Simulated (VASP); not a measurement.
Sc, 1 atom in the cell. It takes space group Fm-3m (No. 225, cubic). The conventional cell has a = 4.736 Å, b = 4.736 Å, c = 4.736 Å, α = 90.00°, β = 90.00°, γ = 90.00°. Within 4.4 Å of Sc (site symmetry m-3m) lie 12 Sc at 3.35 Å.  This cell differs from its parent crystal: volume scaled by 1.12.

```yaml
Program: VASP 6.6.1
Task: single point
Functional: PBEsol
Potentials_or_basis: VASP PAW PBE potentials, release 64 (Sc_sv)
Cutoff: 520 eV
k_mesh: 13 × 13 × 13
Occupations: fermi-dirac, width 0.1 eV
Spin: no spin polarisation
Dipole_correction: no
Further_INCAR_settings: ALGO = Normal; EDIFF = 1e-06; NBANDS = 12
```

Potentials or basis: VASP PAW PBE potentials, release 64 (Sc_sv).

Run with:

```console
$ cat potpaw_PBE.64/Sc_sv/POTCAR > POTCAR
$ mpirun -np 1 vasp_std > vasp.out
```

Hardware: 1 thread of Intel(R) Xeon(R) Platinum 8259CL CPU @ 2.50GHz (Skylake/Cascade Lake), with other jobs on the host.

**Question.** Estimate the wall time of this run.

**Answer.** Wall time 44 s on 1 thread of Intel(R) Xeon(R) Platinum 8259CL CPU @ 2.50GHz (Skylake/Cascade Lake) (shared host), peak memory 0.17 GiB. Counts: scf iterations 12, k points 84.
